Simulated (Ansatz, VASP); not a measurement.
## Two plane-wave programs on Li5F

```
Li F
1.0
     5.85491    0.00000    0.00000
     0.00000    5.85491    0.00000
     0.00000    0.00000    3.36655
Li F
5 1
Direct
  0.77451 0.77451 0.00000
  0.22549 0.22549 0.00000
  0.22549 0.77451 0.00000
  0.77451 0.22549 0.00000
  0.50000 0.50000 0.50000
  0.00000 0.00000 0.00000
```

Alike in both runs: functional PBE; k mesh 6 × 6 × 12; occupations gaussian, width 0.1 eV; no spin polarisation.

Ansatz relaxed the structure, and its values are those at the end. VASP's run is a single point on that final structure, the one shown.

|  | VASP | Ansatz |
| --- | --- | --- |
| version | VASP 6.6.1 | Ansatz 0.2.0 |
| potentials or method | VASP PAW PBE potentials, release 64 (Li_sv, F), cutoff 520 eV | scalar-relativistic, plane waves, PAW |
| valence electrons in the cell | 22 | 22 |

```csv
,VASP,Ansatz,Ansatz less VASP
gap on the k mesh at the Fermi level (eV),none,none,-
rms of the force components (eV/Å),0.006,0.000,-0.0057
```

A gap of «none» marks a metal or a gap that the smearing closes.

Noted on VASP's run: the cutoff is short for stress, so the pressure is rough.
